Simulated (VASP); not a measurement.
# SnS2 (P-3m1) in VASP: further runs

Aim: see how the results for SnS2 move with the level of theory and the settings. Levels: PBEsol+D3(BJ), PBE. Tasks: single point.

All numbers are computed with VASP 6.6.1; they aren't measurements. Logs are shortened: lines on timing, memory, paths and dates and some standing lists are left out, and cuts for length are marked.

## Step 1: The cell of the first run

Symmetry: P-3m1, No. 164, trigonal system. Conventional cell: a = 3.605 Å, b = 3.605 Å, c = 5.404 Å, α = 90.00°, β = 90.00°, γ = 120.00°. Within 3.4 Å of Sn (site symmetry -3m) lie 6 S at 2.55 Å. Within 3.4 Å of S (site symmetry 3m) lie 3 Sn at 2.55 Å and 3 S at 3.22 Å.

## Step 2: Single point, PBEsol+D3(BJ) (20.28 Å³/atom)

The input, INCAR:

```
PREC = Accurate
ENCUT = 500
EDIFF = 1E-6
ISMEAR = 0
SIGMA = 0.05
LREAL = F
LASPH = T
NELM = 120
ALGO = Normal
ISIF = 2
LWAVE = F
LCHARG = T
GGA = PS
IVDW = 12
LELF = T
LVHAR = T
NBANDS = 20
GGA_COMPAT = F
```

The input, KPOINTS:

```
regular mesh
0
Gamma
  8 8 4
```

The input, POSCAR:

```
SnS2
1.0
    3.6053661699      0.0000000000      0.0000000000
   -1.8026830849      3.1223386930      0.0000000000
    0.0000000000      0.0000000000      5.4044611438
Sn S
1 2
Direct
    0.0000000000      0.0000000000      0.0000000000
    0.3333333333      0.6666666667      0.2725861115
    0.6666666667      0.3333333333      0.7274138885
```

Potentials or basis: VASP PAW PBE potentials, release 64 (Sn_d, S).

Launch:

```
cat potpaw_PBE.64/Sn_d/POTCAR potpaw_PBE.64/S/POTCAR > POTCAR
mpirun -np 1 vasp_std > vasp.out
```

OUTCAR:

```text
PREC = Accurate
   ENCUT = 500
   EDIFF = 1E-6
   ISMEAR = 0
   LREAL = F
   LASPH = T
   NELM = 120
   ISIF = 2
   GGA = PS
   IVDW = 12
 IVDW          = 12

 ion  position               nearest neighbor table
   1  0.000  0.000  0.000-   2 2.55   3 2.55   2 2.55   3 2.55   3 2.55   2 2.55
   2  0.333  0.667  0.273-   1 2.55   1 2.55   1 2.55
   3  0.667  0.333  0.727-   1 2.55   1 2.55   1 2.55

  LATTYP: Found a hexagonal cell.
 ALAT       =     3.6053661699
 C/A-ratio  =     1.4990047860

  Lattice vectors:

 A1 = (   3.6053661699,   0.0000000000,   0.0000000000)
 A2 = (  -1.8026830849,   3.1223386930,   0.0000000000)
 A3 = (   0.0000000000,   0.0000000000,   5.4044611438)

Analysis of symmetry for initial positions (statically):
=====================================================================
 Subroutine PRICEL returns:
 Original cell was already a primitive cell.

 Routine SETGRP: Setting up the symmetry group for a
 hexagonal supercell.

 Subroutine GETGRP returns: Found 12 space group operations
 (whereof 12 operations were pure point group operations)
 out of a pool of 24 trial point group operations.

The static configuration has the point symmetry D_3d.

Analysis of symmetry for dynamics (positions and initial velocities):
=====================================================================
 Subroutine PRICEL returns:
 Original cell was already a primitive cell.

 Routine SETGRP: Setting up the symmetry group for a
 hexagonal supercell.

 Subroutine GETGRP returns: Found 12 space group operations
 (whereof 12 operations were pure point group operations)
 out of a pool of 24 trial point group operations.

The dynamic configuration has the point symmetry D_3d.

 Subroutine INISYM returns: Found 12 space group operations
 (whereof 12 operations are pure point group operations),
 and found     1 'primitive' translations

----------------------------------------------------------------------------------------

                                     Primitive cell

  volume of cell :      60.8390

  direct lattice vectors                    reciprocal lattice vectors
     3.605366170  0.000000000  0.000000000     0.277364338  0.160136375  0.000000000
    -1.802683085  3.122338693  0.000000000     0.000000000  0.320272750  0.000000000
     0.000000000  0.000000000  5.404461144     0.000000000  0.000000000  0.185032323

  length of vectors
     3.605366170  3.605366170  5.404461144     0.320272750  0.320272750  0.185032323

  position of ions in fractional coordinates (direct lattice)
[... 81 lines left out ...]
   EDIFF  = 0.1E-05   stopping-criterion for ELM
   LREAL  =      F    real-space projection
   EDIFFG = 0.1E-04   stopping-criterion for IOM
   NSW    =      0    number of steps for IOM
   IBRION =     -1    ionic relax: 0-MD 1-quasi-New 2-CG
   NFREE  =      0    steps in history (QN), initial steepest desc. (CG)
   ISIF   =      2    stress and relaxation
   ISYM   =      2    0-nonsym 1-usesym 2-fastsym
   POTIM  = 0.5000    time-step for ionic-motion
   TEBEG  =    0.0;   TEEND  =   0.0 temperature during run
   PSTRESS=    0.0 pullay stress
   NELECT =      26.0000    total number of electrons
   NUPDOWN=      -1.0000    fix difference up-down
   EMIN   =  10.00;   EMAX   =-10.00  energy-range for DOS
   EFERMI =   0.00;   METHOD = LEGACY
   ISMEAR =     0;   SIGMA  =   0.05  broadening in eV -4-tet -1-fermi 0-gaus
   EFERMI_NEDOS =   21; number of points for ismear=-14 and -15
   IALGO  =     38    algorithm
   IMIX   =      4    mixing-type and parameters
     AMIX     =   0.40;   BMIX     =  1.00
     AMIX_MAG =   1.60;   BMIX_MAG =  1.00
  volume/ion in A,a.u.               =      20.28       136.85
  Fermi-wavevector in a.u.,A,eV,Ry     =   1.233120  2.330259 20.688815  1.520585
  Thomas-Fermi vector in A             =   2.367863
   LORBIT       =      0    0 simple, 1 ext, 2 COOP (PROOUT), +10 PAW based schemes
   GGA     = PS    functional components
   LHFCALC =     F    Hartree Fock is set to
   AEXX    =    0.0000 exact exchange contribution
   IVDW    =    12    specifies the selected vdW correction
   LEPSILON=     F    determine dielectric tensor
   LRPA    =     F    only Hartree local field effects (RPA)
 non-spin polarized calculation
 Gauss-broadening in eV      SIGMA  =   0.05
  energy-cutoff  :      500.00
  volume of cell :       60.84
 maximum number of plane-waves:      1580
 NGX is ok and might be reduce to    28
   NGX = 13   NGY = 13   NGZ = 19

 number of electron      26.0000005 magnetization

 Free energy of the ion-electron system (eV)
  ---------------------------------------------------
  ext. energy  EPLUGINS =         0.00000000
  ---------------------------------------------------
  free energy    TOTEN  =       -14.17456697 eV

  energy without entropy =      -14.17456697  energy(sigma->0) =      -14.17456697

 E-fermi :   6.6973     XC(G=0): -10.4509

 val. band max:        6.4421412201   @ k =   0.0000   0.0000   0.0000
 cond. band min:       7.4108947693   @ k =   0.0000   0.3750   0.2500
 fundamental gap:      0.9687535492
 Fermi energy:         6.6972605900

 k-point     1 :       0.0000    0.0000    0.0000
  band No.  band energies     occupation
      1     -14.8964      2.00000
      2     -14.8964      2.00000
      3     -14.8478      2.00000
      4     -14.8145      2.00000
      5     -14.8145      2.00000
      6      -8.2608      2.00000
[... 541 lines left out ...]
     19      13.9385      0.00000
     20      16.5919      0.00000

 [... further k-points ...]

------------------------ aborting loop because EDIFF is reached ----------------------------------------

 Edisp (eV)   -0.96020

 E8    (eV) :    -0.6072

  FORCE on cell =-STRESS in cart. coord.  units (eV):
  Direction    XX          YY          ZZ          XY          YZ          ZX
  --------------------------------------------------------------------------------------
  -------------------------------------------------------------------------------------
  Total       0.69137     0.69137     0.69831     0.00000     0.00000     0.00000
  in kB      18.20692    18.20692    18.38976     0.00000     0.00000     0.00000
  external pressure =       18.27 kB  Pullay stress =        0.00 kB

 VOLUME and BASIS-vectors are now :
 -----------------------------------------------------------------------------
  energy-cutoff  :      500.00
  volume of cell :       60.84
      direct lattice vectors                 reciprocal lattice vectors
     3.605366170  0.000000000  0.000000000     0.277364338  0.160136375  0.000000000
    -1.802683085  3.122338693  0.000000000     0.000000000  0.320272750  0.000000000
     0.000000000  0.000000000  5.404461144     0.000000000  0.000000000  0.185032323

 POSITION                                       TOTAL-FORCE (eV/Angst)
 -----------------------------------------------------------------------------------
      0.00000      0.00000      0.00000        -0.000000      0.000000     -0.000000
     -0.00000      2.08156      1.47318        -0.000000     -0.000000     -0.009512
      1.80268      1.04078      3.93128         0.000000      0.000000      0.009512
 -----------------------------------------------------------------------------------
    total drift:                                0.000000      0.000000      0.000000

  FREE ENERGIE OF THE ION-ELECTRON SYSTEM (eV)
  ---------------------------------------------------
  free  energy   TOTEN  =       -15.1347649109 eV

  energy  without entropy=      -15.1347649109  energy(sigma->0) =      -15.13476491
```

OSZICAR:

```text
N       E                     dE             d eps       ncg     rms          rms(c)
DAV:   1     0.212619781276E+03    0.21262E+03   -0.12076E+04  1456   0.155E+03
DAV:   2     0.105720400115E+02   -0.20205E+03   -0.19404E+03  1520   0.418E+02
DAV:   3    -0.136755029165E+02   -0.24248E+02   -0.23695E+02  1732   0.118E+02
DAV:   4    -0.145886001360E+02   -0.91310E+00   -0.91093E+00  1664   0.238E+01
DAV:   5    -0.146150319252E+02   -0.26432E-01   -0.26428E-01  2024   0.422E+00    0.956E+00
DAV:   6    -0.142124681510E+02    0.40256E+00   -0.76064E-01  2152   0.102E+01    0.653E+00
DAV:   7    -0.141778944588E+02    0.34574E-01   -0.25947E-01  1820   0.358E+00    0.161E+00
DAV:   8    -0.141746435049E+02    0.32510E-02   -0.28571E-02  1908   0.166E+00    0.659E-01
DAV:   9    -0.141745550479E+02    0.88457E-04   -0.22201E-03  1600   0.338E-01    0.155E-01
DAV:  10    -0.141745490044E+02    0.60435E-05   -0.28450E-04  1908   0.111E-01    0.749E-02
DAV:  11    -0.141745651205E+02   -0.16116E-04   -0.24460E-05  1600   0.319E-02    0.112E-02
DAV:  12    -0.141745666151E+02   -0.14947E-05   -0.16377E-06  1472   0.935E-03    0.121E-02
DAV:  13    -0.141745669656E+02   -0.35041E-06   -0.79200E-07  1220   0.702E-03
   1 F= -.15134765E+02 E0= -.15134765E+02  d E =-.113979E-14
```

Run time: 20 s. Hardware: 1 thread of AMD EPYC 9R45 (Zen 5), shared host; peak memory 0.18 GiB.

What came out:

```yaml
Free_energy: -15.1348 eV
Pressure: 1.8 GPa
Largest_force: 0.010 eV/Å
Band_gap_on_the_k_mesh: 0.97 eV (least direct gap 1.53 eV)
Dispersion_energy_per_atom: -0.320 eV
```

Forces on the atoms (eV/Å):
```
Sn   0.000  0.000  0.000
S    0.000  0.000 -0.010
S    0.000  0.000  0.010
```

Levels at points of the mesh, in eV from the valence-band top:
```tsv
k point	band 11	band 12	band 13	band 14	band 15	band 16
(0.00, 0.00, 0.00)	-1.00	-1.00	0.00	1.53	3.05	5.09
(0.50, 0.00, 0.00)	-3.28	-2.10	-0.60	1.55	3.90	4.91
(0.00, 0.00, 0.50)	-1.34	-0.62	-0.62	3.12	3.23	4.50
(0.50, 0.00, 0.50)	-2.13	-1.47	-1.41	1.24	4.03	4.87
```

Caveat: the PAW data sets were made with another functional, which shifts forces and pressure a little; spin-orbit coupling is left out, which moves the levels of the heavy elements.

## Step 3: Single point, PBE

This run uses another cell than the first one, of 20.53 Å³/atom.

The input, INCAR:

```
SYSTEM = SnS2
  PREC = Accurate
  ENCUT = 500
  EDIFF = 1E-6
  ISMEAR = 0
  SIGMA = 0.05
  LREAL = .FALSE.
  LASPH = .TRUE.
  NELM = 120
  ALGO = Normal
  ISIF = 2
  LWAVE = .FALSE.
  LCHARG = .TRUE.
  GGA = PE
  LELF = .TRUE.
  LVHAR = .TRUE.
  NBANDS = 20
  GGA_COMPAT = .FALSE.
```

The input, KPOINTS:

```
regular mesh
0
G
  8 8 4
  0 0 0
```

The input, POSCAR:

```
SnS2
1.0
    3.5328971147      0.0000000000      0.0000000000
   -1.7664485573      3.0595786503      0.0000000000
    0.0000000000      0.0000000000      5.6992962889
Sn S
1 2
Direct
    0.0000000000      0.0000000000      0.0000000000
    0.3333333333      0.6666666667      0.2520000000
    0.6666666667      0.3333333333      0.7480000000
```

Potentials or basis: VASP PAW PBE potentials, release 64 (Sn_d, S).

Launch:

```
cat potpaw_PBE.64/Sn_d/POTCAR potpaw_PBE.64/S/POTCAR > POTCAR
mpirun -np 1 vasp_std > vasp.out
```

Wall time 24 s (1 thread of AMD EPYC 9R45 (Zen 5), shared host); peak memory 0.16 GiB.

It converged, with:

```yaml
Free_energy: -12.8548 eV
Pressure: 13.2 GPa
Largest_force: 1.085 eV/Å
Band_gap_on_the_k_mesh: 1.64 eV (least direct gap 2.15 eV)
```

Forces in eV/Å, atoms in the order of the input:
```
Sn   0.000  0.000  0.000
S    0.000  0.000  1.085
S    0.000  0.000 -1.085
```

Stress tensor (GPa, compression positive):
```
13.79  0.00  0.00
 0.00 13.79  0.00
 0.00  0.00 12.08
```

Levels at points of the mesh, in eV from the valence-band top:
| k point | band 10 | band 11 | band 12 | band 13 | band 14 | band 15 | band 16 | band 17 |
| --- | --- | --- | --- | --- | --- | --- | --- | --- |
| (0.00, 0.00, 0.00) | -0.69 | -0.37 | -0.37 | 0.00 | 2.60 | 3.78 | 5.68 | 5.68 |
| (0.50, 0.00, 0.00) | -3.13 | -2.84 | -1.26 | -0.30 | 1.92 | 4.58 | 5.82 | 6.30 |
| (0.00, 0.00, 0.50) | -0.80 | -0.80 | -0.21 | -0.21 | 3.77 | 3.93 | 5.36 | 5.36 |
| (0.50, 0.00, 0.50) | -2.65 | -1.98 | -0.87 | -0.73 | 1.72 | 4.71 | 5.49 | 6.25 |

Caveat: the cell stands under pressure; spin-orbit coupling is left out, which moves the levels of the heavy elements; forces of over 1 eV/Å act on the atoms, so gaps and moduli don't describe the material at rest.
